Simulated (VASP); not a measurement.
# Al12H2O: single point with PBE+D3(BJ)

The system is Al12H2O, a slab with vacuum.

```
CELL_PARAMETERS angstrom
5.72757 0.00000 0.00000
2.86378 4.96022 0.00000
0.00000 0.00000 18.67654
ATOMIC_POSITIONS crystal
Al 0.16667 0.16667 0.05354
Al 0.66667 0.16667 0.05354
Al 0.16667 0.66666 0.05354
Al 0.66667 0.66666 0.05354
Al 0.83841 0.31704 0.18869
Al 0.35039 0.30374 0.18445
Al 0.83196 0.81315 0.18840
Al 0.32012 0.83260 0.17116
Al 0.01288 0.99770 0.32062
Al 0.49670 0.00762 0.31675
Al 0.00286 0.50500 0.30978
Al 0.49020 0.50383 0.30876
O 0.68408 0.57203 0.69132
H 0.86743 0.42357 0.68266
H 0.68909 0.59209 0.74359
```

- Program: VASP 6.6.1
- Task: single point
- Functional: PBE
- Dispersion: D3(BJ)
- Potentials or basis: VASP PAW PBE potentials, release 64 (Al, O, H)
- Cutoff: 520 eV
- k mesh: 3 × 3 × 1
- Occupations: fermi-dirac, width 0.15 eV
- Spin: no spin polarisation

```
Largest force              : 0.899 eV/Å
Band gap on the k mesh     : zero (band 22 reaches 0.48 eV, above the bottom of band 23 at 0.20 eV)
Dispersion energy per atom : -0.180 eV
```

Forces on the atoms (eV/Å):
```
Al  -0.022  0.027  0.081
Al   0.023 -0.046  0.283
Al  -0.095 -0.041  0.069
Al   0.019 -0.006  0.185
Al  -0.075  0.052 -0.218
Al  -0.048  0.327 -0.048
Al   0.165  0.089 -0.249
Al   0.065 -0.280  0.712
Al  -0.290  0.195 -0.483
Al   0.188 -0.124 -0.308
Al  -0.200 -0.081  0.077
Al   0.272 -0.110 -0.104
O    0.385 -0.309  0.751
H   -0.190  0.176 -0.239
H   -0.196  0.131 -0.509
```

Levels at points of the mesh, in eV from the Fermi level:
| k point | band 19 | band 20 | band 21 | band 22 | band 23 | band 24 | band 25 | band 26 |
| --- | --- | --- | --- | --- | --- | --- | --- | --- |
| (0.00, 0.00, 0.00) | -2.46 | -2.37 | -0.45 | -0.42 | -0.36 | -0.21 | -0.18 | -0.12 |

It took 2.4 min on 1 thread of Intel(R) Xeon(R) 6975P-C (Granite Rapids), with other jobs on the host, peak memory 0.63 GiB.

Caveat: the k points lie up to 0.42 Å⁻¹ apart.
